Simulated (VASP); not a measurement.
Input of a VASP 6.6.1 run:

File INCAR:

```
SYSTEM = AgRh
PREC = Accurate
ENCUT = 520
EDIFF = 1E-6
ISMEAR = -1
SIGMA = 0.05
LREAL = .False.
LASPH = .True.
NELM = 60
ALGO = Normal
ISIF = 2
LWAVE = .False.
LCHARG = .True.
LELF = .True.
LVHAR = .True.
NBANDS = 20
```

File KPOINTS:

```
regular mesh
0
Gamma
  11 11 6
  0 0 0
```

Contents of POSCAR:

```
AgRh
1.0
    2.7400486223      0.0000000000      0.0000000000
   -1.3700243112      2.3729517146      0.0000000000
    0.0000000000      0.0000000000      4.7436129252
Ag Rh
1 1
Direct
    0.0000000000      0.0000000000      0.5000000000
    0.6666666667      0.3333333333      0.0000000000
```

Potentials or basis: VASP PAW LDA potentials, release 64 (Ag, Rh_pv).

Command:

```console
$ cat potpaw_LDA.64/Ag/POTCAR potpaw_LDA.64/Rh_pv/POTCAR > POTCAR
$ mpirun -np 1 vasp_std > vasp.out
```

(1) Predict the pressure.

(2) Estimate the band gap on the k mesh.

## Answers

(1) -9.6 GPa.

(2) zero (bands 13 and 14 overlap by 1.42 eV).

Caveat: the cell stands under tension.
